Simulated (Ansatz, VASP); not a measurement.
SiSn5: VASP beside Ansatz

```
Si Sn
1.0
     5.64333    0.00000    0.00000
    -2.82166    4.88726    0.00000
     0.00000    0.00000    5.62225
Si Sn
1 5
Cartesian
  0.0000 0.0000 2.8111
  3.8073 0.0000 0.0000
  0.9180 1.5900 0.0000
  -1.9037 3.2973 0.0000
  2.8217 1.6291 2.8111
  0.0000 3.2582 2.8111
```

Alike in both runs: functional PBE; k mesh 6 × 6 × 8; occupations gaussian, width 0.1 eV; no spin polarisation.

Ansatz relaxed the structure, and its values are those at the end. VASP's run is a single point on that final structure, the one shown.

```csv
,VASP,Ansatz
version,VASP 6.6.1,Ansatz 0.2.0
potentials or method,"VASP PAW PBE potentials, release 64 (Si, Sn_d), cutoff 520 eV","scalar-relativistic, plane waves, PAW"
valence electrons in the cell,74,74
```

|  | VASP | Ansatz | Ansatz less VASP |
| --- | --- | --- | --- |
| gap on the k mesh at the Fermi level (eV) | none | none | - |
| pressure (GPa) | -0.1 | 0.0 | +0.06 |

A gap of «none» marks a metal or a gap that the smearing closes.
